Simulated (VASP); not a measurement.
# Li3Si2N (Cmmm) in VASP: further runs, part 2 of 2

VASP 6.6.1. Earlier steps stand in the parts before.

## 3. Single point, PBE

This run uses another cell than the first one, of 16.15 Å³/atom.

Input file INCAR:

```
PREC = Accurate
ENCUT = 520
EDIFF = 1E-7
ISMEAR = 0
SIGMA = 0.1
LREAL = F
LASPH = T
NELM = 100
ALGO = Normal
ISIF = 2
LWAVE = F
LCHARG = F
GGA = PE
NBANDS = 20
```

Input file KPOINTS:

```
regular mesh
0
Gamma
  6 6 4
```

Input file POSCAR:

```
Li3Si2N
1.0
    2.2988079870     -4.1003992627      0.0000000000
    2.2988079870      4.1003992627      0.0000000000
    0.0000000000      0.0000000000      5.1390151808
Li Si N
3 2 1
Direct
    0.0000000000      0.0000000000      0.2232922816
    0.0000000000      0.0000000000      0.7767077184
    0.5000000000      0.5000000000      0.5000000000
    0.7088064767      0.2911935233      0.0000000000
    0.2911935233      0.7088064767      0.0000000000
    0.5000000000      0.5000000000      0.0000000000
```

Potentials or basis: VASP PAW PBE potentials, release 64 (Li_sv, Si, N).

The run is started by

```sh
cat potpaw_PBE.64/Li_sv/POTCAR potpaw_PBE.64/Si/POTCAR potpaw_PBE.64/N/POTCAR > POTCAR
mpirun -np 1 vasp_std > vasp.out
```

OUTCAR:

```text
PREC = Accurate
   ENCUT = 520
   EDIFF = 1E-7
   ISMEAR = 0
   LREAL = F
   LASPH = T
   NELM = 100
   ISIF = 2
   GGA = PE

 ion  position               nearest neighbor table
   1  0.000  0.000  0.223-   2 2.30   4 2.65   5 2.65
   2  0.000  0.000  0.777-   1 2.30   4 2.65   5 2.65
   3  0.500  0.500  0.500-
   4  0.709  0.291  0.000-   6 1.71   5 2.40   5 2.40   1 2.65   2 2.65
   5  0.291  0.709  0.000-   6 1.71   4 2.40   4 2.40   1 2.65   2 2.65
   6  0.500  0.500  0.000-   4 1.71   5 1.71

  LATTYP: Found a base centered orthorhombic cell.
 ALAT       =     4.5976159740
 B/A-ratio  =     1.7837067236
 C/A-ratio  =     1.1177565090

  Lattice vectors:

 A1 = (   2.2988079870,  -4.1003992627,   0.0000000000)
 A2 = (   2.2988079870,   4.1003992627,   0.0000000000)
 A3 = (   0.0000000000,   0.0000000000,   5.1390151808)

Analysis of symmetry for initial positions (statically):
=====================================================================
 Subroutine PRICEL returns:
 Original cell was already a primitive cell.

 Routine SETGRP: Setting up the symmetry group for a
[... 172 lines left out ...]
  free energy    TOTEN  =       -24.82787446 eV

  energy without entropy =      -24.81781796  energy(sigma->0) =      -24.82284621

 E-fermi :   3.9077     XC(G=0):  -8.5543

 val. band max:        3.8845569427   @ k =   0.5000   0.3333   0.5000
 cond. band min:       3.9189325167   @ k =   0.5000  -0.0000   0.2500
 fundamental gap:      0.0343755740
 Fermi energy:         3.9076565847

 k-point     1 :       0.0000    0.0000    0.0000
  band No.  band energies     occupation
      1     -43.8358      2.00000
      2     -43.1553      2.00000
      3     -43.0950      2.00000
      4     -12.6019      2.00000
      5      -4.6420      2.00000
      6      -4.3764      2.00000
[... 541 lines left out ...]
     19       9.7479      0.00000
     20      11.0694      0.00000

 [... further k-points ...]
[... 5 lines left out ...]
  --------------------------------------------------------------------------------------
  -------------------------------------------------------------------------------------
  Total       -0.0245525     -0.0425186     -0.0566921      0.0000000      0.0000000      0.0000000
  in kB       -0.4060394     -0.7031545     -0.9375501      0.0000000      0.0000000      0.0000000
  external PRESSURE =      -0.6822480 kB  Pullay stress =       0.0000000 kB

 VOLUME and BASIS-vectors are now :
 -----------------------------------------------------------------------------
  energy-cutoff  :      520.00
  volume of cell :       96.88
      direct lattice vectors                 reciprocal lattice vectors
     2.298807987 -4.100399263  0.000000000     0.217504029 -0.121939345  0.000000000
     2.298807987  4.100399263  0.000000000     0.217504029  0.121939345  0.000000000
     0.000000000  0.000000000  5.139015181     0.000000000  0.000000000  0.194589812

 POSITION                                       TOTAL-FORCE (eV/Angst)
 -----------------------------------------------------------------------------------
      0.00000      0.00000      1.14750         0.000000      0.000000     -0.002310
      0.00000      0.00000      3.99151         0.000000      0.000000      0.002310
      2.29881      0.00000      2.56951        -0.000000      0.000000     -0.000000
      2.29881     -1.71238      0.00000        -0.000000      0.027810     -0.000000
      2.29881      1.71238      0.00000        -0.000000     -0.027810     -0.000000
      2.29881      0.00000      0.00000        -0.000000      0.000000     -0.000000
 -----------------------------------------------------------------------------------
    total drift:                                0.000000      0.000000     -0.000000

  FREE ENERGIE OF THE ION-ELECTRON SYSTEM (eV)
  ---------------------------------------------------
  free  energy   TOTEN  =       -24.8278744596 eV

  energy  without entropy=      -24.8178179613  energy(sigma->0) =      -24.82284621
```

stdout:

```text
POSCAR found type information on POSCAR LiSiN
 POSCAR found :  3 types and       6 ions
 scaLAPACK will be used
 LDA part: xc-table for (Slater+PW92), standard interpolation
 POSCAR, INCAR and KPOINTS ok, starting setup
 FFT: planning ... GRIDC
 FFT: planning ... GRID_SOFT
 FFT: planning ... GRID
 WAVECAR not read
 entering main loop
```

It took 58 s on 1 thread of Intel Xeon Platinum 8259CL at 2.50GHz (Skylake/Cascade Lake), shared host; peak memory 0.24 GiB.

What came out:

* Free energy: -24.8279 eV
* Largest force: 0.028 eV/Å
* Band gap on the k mesh: zero (bands 11 and 12 overlap by 0.97 eV)

Forces on the atoms (eV/Å):
```
Li   0.000  0.000 -0.002
Li   0.000  0.000  0.002
Li   0.000  0.000  0.000
Si   0.000  0.028  0.000
Si   0.000 -0.028  0.000
N    0.000  0.000  0.000
```

Caveat: the cutoff is under 1.25 times the usual one of these potentials, so pressure, stress and relaxed cells hold a basis-set (Pulay) error.

## 4. Single point, PBE

This run uses another cell than the first one, of 16.21 Å³/atom.

Input file INCAR:

```
SYSTEM = Li3Si2N
  PREC = Accurate
  ENCUT = 520
  EDIFF = 1E-7
  ISMEAR = 0
  SIGMA = 0.1
  LREAL = .FALSE.
  LASPH = .TRUE.
  NELM = 80
  ALGO = Normal
  ISIF = 2
  LWAVE = .FALSE.
  LCHARG = .FALSE.
  GGA = PE
  NBANDS = 20
```

Input file KPOINTS:

```
regular mesh
0
G
  10 10 8
  0 0 0
```

Input file POSCAR:

```
Li3Si2N
1.0
    2.3113094775     -4.0934839054      0.0000000000
    2.3113094775      4.0934839054      0.0000000000
    0.0000000000      0.0000000000      5.1398062500
Li Si N
3 2 1
Direct
    0.0000000000      0.0000000000      0.2236314579
    0.0000000000      0.0000000000      0.7763685421
    0.5000000000      0.5000000000      0.5000000000
    0.7091068027      0.2908931973      0.0000000000
    0.2908931973      0.7091068027      0.0000000000
    0.5000000000      0.5000000000      0.0000000000
```

Potentials or basis: VASP PAW PBE potentials, release 64 (Li_sv, Si, N).

The run is started by

```sh
cat potpaw_PBE.64/Li_sv/POTCAR potpaw_PBE.64/Si/POTCAR potpaw_PBE.64/N/POTCAR > POTCAR
mpirun -np 1 vasp_std > vasp.out
```

OUTCAR:

```text
SYSTEM = Li3Si2N
   PREC = Accurate
   ENCUT = 520
   EDIFF = 1E-7
   ISMEAR = 0
   LREAL = .FALSE.
   LASPH = .TRUE.
   NELM = 80
   ISIF = 2
   GGA = PE

 ion  position               nearest neighbor table
   1  0.000  0.000  0.224-   2 2.30   4 2.64   5 2.64
   2  0.000  0.000  0.776-   1 2.30   4 2.64   5 2.64
   3  0.500  0.500  0.500-
   4  0.709  0.291  0.000-   6 1.71   5 2.41   5 2.41   1 2.64   2 2.64
   5  0.291  0.709  0.000-   6 1.71   4 2.41   4 2.41   1 2.64   2 2.64
   6  0.500  0.500  0.000-   4 1.71   5 1.71

  LATTYP: Found a base centered orthorhombic cell.
 ALAT       =     4.6226189550
 B/A-ratio  =     1.7710669840
 C/A-ratio  =     1.1118818791

  Lattice vectors:

 A1 = (   2.3113094775,  -4.0934839054,   0.0000000000)
 A2 = (   2.3113094775,   4.0934839054,   0.0000000000)
 A3 = (   0.0000000000,   0.0000000000,   5.1398062500)

Analysis of symmetry for initial positions (statically):
=====================================================================
 Subroutine PRICEL returns:
 Original cell was already a primitive cell.

 Routine SETGRP: Setting up the symmetry group for a
 base centered orthorhombic supercell.

 Subroutine GETGRP returns: Found  8 space group operations
 (whereof  8 operations were pure point group operations)
 out of a pool of  8 trial point group operations.

The static configuration has the point symmetry D_2h.

Analysis of symmetry for dynamics (positions and initial velocities):
=====================================================================
 Subroutine PRICEL returns:
 Original cell was already a primitive cell.

 Routine SETGRP: Setting up the symmetry group for a
 base centered orthorhombic supercell.

 Subroutine GETGRP returns: Found  8 space group operations
 (whereof  8 operations were pure point group operations)
 out of a pool of  8 trial point group operations.
[... 123 lines left out ...]
   EFERMI =   0.00;   METHOD = LEGACY
   ISMEAR =     0;   SIGMA  =   0.10  broadening in eV -4-tet -1-fermi 0-gaus
   EFERMI_NEDOS =   21; number of points for ismear=-14 and -15
   IALGO  =     38    algorithm
   IMIX   =      4    mixing-type and parameters
     AMIX     =   0.40;   BMIX     =  1.00
     AMIX_MAG =   1.60;   BMIX_MAG =  1.00
  volume/ion in A,a.u.               =      16.21       109.39
  Fermi-wavevector in a.u.,A,eV,Ry     =   0.997485  1.884974 13.537477  0.994977
  Thomas-Fermi vector in A             =   2.129644
   LORBIT       =      0    0 simple, 1 ext, 2 COOP (PROOUT), +10 PAW based schemes
   GGA     = PE    functional components
   LHFCALC =     F    Hartree Fock is set to
   AEXX    =    0.0000 exact exchange contribution
   IVDW    =     0    specifies the selected vdW correction
   LEPSILON=     F    determine dielectric tensor
   LRPA    =     F    only Hartree local field effects (RPA)
 non-spin polarized calculation
 Gauss-broadening in eV      SIGMA  =   0.10
  energy-cutoff  :      520.00
  volume of cell :       97.26
 maximum number of plane-waves:      2644
   NGX = 17   NGY = 17   NGZ = 19

 number of electron      21.9999983 magnetization

 Free energy of the ion-electron system (eV)
  ---------------------------------------------------
  ext. energy  EPLUGINS =         0.00000000
  ---------------------------------------------------
  free energy    TOTEN  =       -24.80395528 eV

  energy without entropy =      -24.79505084  energy(sigma->0) =      -24.79950306

 E-fermi :   3.8713     XC(G=0):  -8.5429

 val. band max:        3.8623876239   @ k =  -0.4000   0.1000   0.1250
 cond. band min:       3.8793461665   @ k =   0.5000   0.4000   0.0000
 fundamental gap:      0.0169585426
 Fermi energy:         3.8712957283

 k-point     1 :       0.0000    0.0000    0.0000
  band No.  band energies     occupation
      1     -43.8499      2.00000
      2     -43.1644      2.00000
      3     -43.1048      2.00000
      4     -12.6042      2.00000
      5      -4.6533      2.00000
      6      -4.3599      2.00000
[... 541 lines left out ...]
     19      10.8318      0.00000
     20      11.4245      0.00000

 [... further k-points ...]
[... 5 lines left out ...]
  --------------------------------------------------------------------------------------
  -------------------------------------------------------------------------------------
  Total       -0.0727679     -0.1110874     -0.0599673      0.0000000      0.0000000      0.0000000
  in kB       -1.1987335     -1.8299848     -0.9878636      0.0000000      0.0000000      0.0000000
  external PRESSURE =      -1.3388606 kB  Pullay stress =       0.0000000 kB

 VOLUME and BASIS-vectors are now :
 -----------------------------------------------------------------------------
  energy-cutoff  :      520.00
  volume of cell :       97.26
      direct lattice vectors                 reciprocal lattice vectors
     2.311309478 -4.093483905  0.000000000     0.216327586 -0.122145344  0.000000000
     2.311309478  4.093483905  0.000000000     0.216327586  0.122145344  0.000000000
     0.000000000  0.000000000  5.139806250     0.000000000  0.000000000  0.194559863

 POSITION                                       TOTAL-FORCE (eV/Angst)
 -----------------------------------------------------------------------------------
      0.00000      0.00000      1.14942        -0.000000     -0.000000     -0.003979
      0.00000      0.00000      3.99038         0.000000     -0.000000      0.003979
      2.31131      0.00000      2.56990        -0.000000     -0.000000      0.000000
      2.31131     -1.71195      0.00000        -0.000000      0.020003      0.000000
      2.31131      1.71195      0.00000        -0.000000     -0.020003     -0.000000
      2.31131      0.00000      0.00000        -0.000000      0.000000      0.000000
 -----------------------------------------------------------------------------------
    total drift:                               -0.000000      0.000000     -0.000000

  FREE ENERGIE OF THE ION-ELECTRON SYSTEM (eV)
  ---------------------------------------------------
  free  energy   TOTEN  =       -24.8039552753 eV

  energy  without entropy=      -24.7950508371  energy(sigma->0) =      -24.79950306
```

OSZICAR:

```text
N       E                     dE             d eps       ncg     rms          rms(c)
DAV:   1     0.105442815805E+03    0.10544E+03   -0.94264E+03  6200   0.106E+03
DAV:   2    -0.964447153605E+01   -0.11509E+03   -0.11043E+03  7420   0.240E+02
DAV:   3    -0.264675812227E+02   -0.16823E+02   -0.16648E+02 11496   0.638E+01
DAV:   4    -0.274612545639E+02   -0.99367E+00   -0.98723E+00  8628   0.186E+01
DAV:   5    -0.275603607373E+02   -0.99106E-01   -0.99083E-01  9544   0.407E+00    0.107E+01
DAV:   6    -0.248421106379E+02    0.27183E+01   -0.99718E+00  7516   0.180E+01    0.522E+00
DAV:   7    -0.248386674756E+02    0.34432E-02   -0.13622E+00  7520   0.675E+00    0.283E+00
DAV:   8    -0.248147005211E+02    0.23967E-01   -0.28602E-01  7532   0.265E+00    0.761E-01
DAV:   9    -0.248038655025E+02    0.10835E-01   -0.55294E-02  8488   0.135E+00    0.274E-01
DAV:  10    -0.248039066034E+02   -0.41101E-04   -0.94020E-03  7840   0.490E-01    0.903E-02
DAV:  11    -0.248039509364E+02   -0.44333E-04   -0.51346E-04  8388   0.122E-01    0.534E-02
DAV:  12    -0.248039548000E+02   -0.38636E-05   -0.99880E-05  9076   0.603E-02    0.684E-03
DAV:  13    -0.248039555906E+02   -0.79062E-06   -0.91123E-06  7616   0.186E-02    0.354E-03
DAV:  14    -0.248039552905E+02    0.30013E-06   -0.10268E-06  9328   0.515E-03    0.981E-04
DAV:  15    -0.248039552753E+02    0.15244E-07   -0.10848E-07  4344   0.201E-03
   1 F= -.24803955E+02 E0= -.24799503E+02  d E =-.890444E-02
```

stdout:

```text
POSCAR found type information on POSCAR LiSiN
 POSCAR found :  3 types and       6 ions
 scaLAPACK will be used
 LDA part: xc-table for (Slater+PW92), standard interpolation
 POSCAR, INCAR and KPOINTS ok, starting setup
 FFT: planning ... GRIDC
 FFT: planning ... GRID_SOFT
 FFT: planning ... GRID
 WAVECAR not read
 entering main loop
```

Run time: 3.6 min. Hardware: 1 thread of Intel Xeon Platinum 8259CL at 2.50GHz (Skylake/Cascade Lake), shared host; peak memory 0.4 GiB.

Results:

```yaml
Free_energy: -24.8040 eV
Largest_force: 0.020 eV/Å
Band_gap_on_the_k_mesh: zero (bands 11 and 12 overlap by 1.29 eV)
```

Forces in eV/Å, atoms in the order of the input:
```
Li   0.000  0.000 -0.004
Li   0.000  0.000  0.004
Li   0.000  0.000  0.000
Si   0.000  0.020  0.000
Si   0.000 -0.020  0.000
N    0.000  0.000  0.000
```

Levels at points of the mesh, in eV from the Fermi level:
| k point | band 8 | band 9 | band 10 | band 11 | band 12 | band 13 | band 14 | band 15 |
| --- | --- | --- | --- | --- | --- | --- | --- | --- |
| (0.00, 0.00, 0.00) | -4.45 | -3.62 | -2.09 | -1.19 | 0.11 | 2.73 | 2.92 | 3.34 |
| (0.50, 0.00, 0.00) | -4.91 | -2.60 | -0.62 | -0.01 | 0.60 | 0.80 | 2.40 | 2.63 |
| (0.50, 0.50, 0.00) | -4.59 | -2.77 | -2.20 | -0.53 | -0.19 | 1.02 | 1.83 | 3.24 |
| (0.00, 0.00, 0.50) | -4.39 | -3.57 | -1.95 | -1.24 | 1.68 | 2.31 | 2.73 | 2.80 |
| (0.50, 0.00, 0.50) | -5.09 | -2.53 | -2.22 | -0.31 | 0.95 | 1.77 | 2.83 | 3.65 |
| (0.50, 0.50, 0.50) | -4.62 | -3.41 | -2.66 | -0.50 | 0.65 | 1.25 | 1.39 | 3.59 |

Caveat: the cutoff is under 1.25 times the usual one of these potentials, so pressure, stress and relaxed cells hold a basis-set (Pulay) error.

## 5. Summary

| cell | k mesh | gap on the mesh (eV) | largest force (eV/Å) |
| --- | --- | --- | --- |
| a = 4.002, b = 4.002, c = 6.223 Å, angles 90.0, 90.0, 113.7°, 6 atoms, atomic positions A | 6 × 6 × 4 | none | 23.98 |
| a = 4.701, b = 4.701, c = 5.139 Å, angles 90.0, 90.0, 121.4°, 6 atoms, atomic positions B | 6 × 6 × 4 | none | 0.03 |
| a = 4.701, b = 4.701, c = 5.140 Å, angles 90.0, 90.0, 121.1°, 6 atoms, atomic positions B | 10 × 10 × 8 | none | 0.02 |

Alike in all rows: task single point; level PBE; potentials or basis VASP PAW PBE potentials, release 64 (Li_sv, Si, N); no spin polarisation; cutoff (eV) 520; smearing gaussian 0.1 eV.

Caveats: the cutoff is under 1.25 times the usual one of these potentials, so pressure, stress and relaxed cells hold a basis-set (Pulay) error; forces of over 1 eV/Å act on the atoms, so gaps and moduli don't describe the material at rest (at least some runs).

Total energies depend on the potentials used, so only differences within one code and one set of settings carry meaning.
